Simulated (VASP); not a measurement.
The system is I.

```
I
1.0
     0.00000    2.36560    3.90984
     2.19225    0.00000    3.90984
     2.19225    2.36560    0.00000
I
1
Direct
  0.00000 0.00000 0.00000
```

* Program: VASP 6.6.1
* Task: relaxation of cell and atoms
* Functional: revPBE
* Dispersion: D4
* Potentials or basis: VASP PAW PBE potentials, release 64 (I)
* Cutoff: 600 eV
* k mesh: 9 × 9 × 9
* Occupations: fermi-dirac, width 0.05 eV
* Spin: no spin polarisation

At the start: pressure -1.1 GPa; volume 40.55 Å³/atom.

**Question.** How do energy, volume and symmetry change on relaxing?

**Answer.** Over 15 steps the energy falls by 21.6 meV/atom and the volume is 36.20 Å³/atom (-10.7 %); space group Fmmm (No. 69, to 0.1 Å) before, I4/mmm (No. 139, to 0.1 Å).

The path:
```csv
step,energy change (eV),largest force (eV/Å),pressure (GPa),volume (Å³)
1,0.0000,0.0000,-1.14,40.55
2,-0.0077,0.0000,-0.17,38.88
3,-0.0081,0.0000,0.11,38.47
4,-0.0149,0.0000,0.11,37.61
5,-0.0201,0.0000,0.19,36.43
6,-0.0204,0.0000,0.25,36.00
7,-0.0204,0.0000,0.23,36.07
8,-0.0206,0.0000,-0.17,36.51
9,-0.0207,0.0000,-0.05,36.37
10,-0.0209,0.0000,-0.04,36.38
11,-0.0212,0.0000,-0.03,36.40
12,-0.0214,0.0000,0.00,36.42
13,-0.0215,0.0000,-0.16,36.45
14,-0.0215,0.0000,-0.10,36.44
15,-0.0216,0.0000,0.00,36.20
```

Final structure:
```xyz
1
Lattice="0.0000 2.2727 3.5532 2.2411 0.0000 3.5532 2.2411 2.2727 0.0000" Properties=species:S:1:pos:R:3 pbc="T T T"
I     0.0000    2.2727    3.5532
```

Caveat: the PAW data sets were made with another functional, which shifts forces and pressure a little; an odd number of electrons without spin polarisation forces a metal; a magnetic or distorted state may lie lower.
